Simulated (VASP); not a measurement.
**Y3GaC: single point with LDA**

Crystal: Y3GaC.

```
CELL_PARAMETERS angstrom
4.85429 0.00000 0.00000
0.00000 4.85429 0.00000
0.00000 0.00000 4.85429
ATOMIC_POSITIONS crystal
Y 0.50000 0.00000 0.50000
Y 0.50000 0.50000 0.00000
Y 0.00000 0.50000 0.50000
Ga 0.00000 0.00000 0.00000
C 0.50000 0.50000 0.50000
```

| Item | Value |
| --- | --- |
| Program | VASP 6.6.1 |
| Task | single point |
| Functional | LDA |
| Potentials or basis | VASP PAW LDA potentials, release 64 (Y_sv, Ga_d, C) |
| Cutoff | 520 eV |
| k mesh | 5 × 5 × 5 |
| Occupations | gaussian, width 0.1 eV |
| Spin | no spin polarisation |
| Dipole correction | no |
| Further INCAR settings | ALGO = Normal; EDIFF = 1e-07; NBANDS = 33 |

* Pressure: -4.5 GPa
* Band gap on the k mesh: zero (band 25 reaches 3.26 eV, above the bottom of band 26 at 3.25 eV)

Levels at points of the mesh, in eV from the Fermi level:
```tsv
k point	band 23	band 24	band 25	band 26	band 27	band 28
(0.00, 0.00, 0.00)	-0.19	-0.19	-0.01	-0.01	-0.01	1.95
```

Run time: 17 s on 1 thread of Intel(R) Xeon(R) 6975P-C (Granite Rapids), on a shared host, peak memory 0.2 GiB.
